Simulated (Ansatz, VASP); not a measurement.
# Two plane-wave programs on BN

File INCAR:

```
SYSTEM = BN
PREC = Accurate
ENCUT = 520
EDIFF = 1E-7
ISMEAR = 0
SIGMA = 0.05
LREAL = .FALSE.
LASPH = .TRUE.
NELM = 80
ALGO = Normal
ISIF = 2
LWAVE = .FALSE.
LCHARG = .FALSE.
GGA = PE
NBANDS = 11
```

KPOINTS

```
Automatic mesh
0
G
  12 12 12
  0 0 0
```

Contents of POSCAR:

```
BN
1.0
    0.0000000000      1.9958829377      1.6637903782
    1.6637903782      0.0000000000      1.6637903782
    1.6637903782      1.9958829377      0.0000000000
B N
1 1
Direct
    0.0000000000      0.0000000000      0.0000000000
    0.7500000000      0.7500000000      0.7500000000
```

Input for Ansatz:

```yaml
crystal:
  lattice:
    - [0.0, 1.9958829377, 1.6637903782]
    - [1.6637903782, 0.0, 1.6637903782]
    - [1.6637903782, 1.9958829377, 0.0]
  atoms:
    - { symbol: B, position: [0.0, 0.0, 0.0] }
    - { symbol: "N", position: [0.75, 0.75, 0.75] }
basis:
  ecutwfc: 520.0
kpoints:
  mp_grid: { grid: [12, 12, 12] }
hamiltonian:
  xc: pbe
scf:
  occupations: { method: gaussian, width: 0.05 }
output:
  forces: true
  stress: true
  eigenvalues: true
```

Alike in both runs: task single point; functional PBE; k mesh 12 × 12 × 12; occupations gaussian, width 0.05 eV; no spin polarisation.

```csv
,VASP,Ansatz
version,VASP 6.6.1,Ansatz 0.2.0
potentials or method,"VASP PAW PBE potentials, release 64 (B, N), cutoff 520 eV","scalar-relativistic, plane waves, PAW"
valence electrons in the cell,8,8
```

Ansatz gave:

```
gap on the k mesh at the Fermi level (eV) : 2.77
least direct gap on the mesh (eV)         : 7.29
```

What did VASP give for the same quantities?

gap on the k mesh at the Fermi level (eV): 2.76; least direct gap on the mesh (eV): 7.28.
